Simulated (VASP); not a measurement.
Here is a VASP 6.6.1 calculation.

File INCAR:

```
PREC = Accurate ; ENCUT = 520
EDIFF = 1E-6 ; ISMEAR = 0
SIGMA = 0.1 ; LREAL = False
LASPH = True ; NELM = 100
ALGO = Normal ; ISIF = 2
LWAVE = False ; LCHARG = False
GGA = PE ; NBANDS = 28
```

KPOINTS

```
regular mesh
0
Gamma
  6 6 2
```

Contents of POSCAR:

```
Si2GeP3
1.0
    3.2074579274      0.0000000000      0.0000000000
    0.0000000000      3.2074579274      0.0000000000
    0.0000000000      0.0000000000      9.1091456802
Si Ge P
2 1 3
Direct
    0.5000000000      0.5000000000      0.3222316725
    0.5000000000      0.5000000000      0.6777683275
    0.5000000000      0.5000000000      0.0000000000
    0.0000000000      0.0000000000      0.7938897118
    0.0000000000      0.0000000000      0.2061102882
    0.0000000000      0.0000000000      0.5000000000
```

Potentials or basis: VASP PAW PBE potentials, release 64 (Si, Ge_d, P).

Run with:

```bash
$ cat potpaw_PBE.64/Si/POTCAR potpaw_PBE.64/Ge_d/POTCAR potpaw_PBE.64/P/POTCAR > POTCAR
$ mpirun -np 1 vasp_std > vasp.out
```

Q: Predict the largest force.

A: 0.027 eV/Å.

Q: Predict the pressure.

A: -0.1 GPa.

Stress tensor (GPa, compression positive):
```
-0.09  0.00  0.00
 0.00 -0.09  0.00
 0.00  0.00 -0.26
```
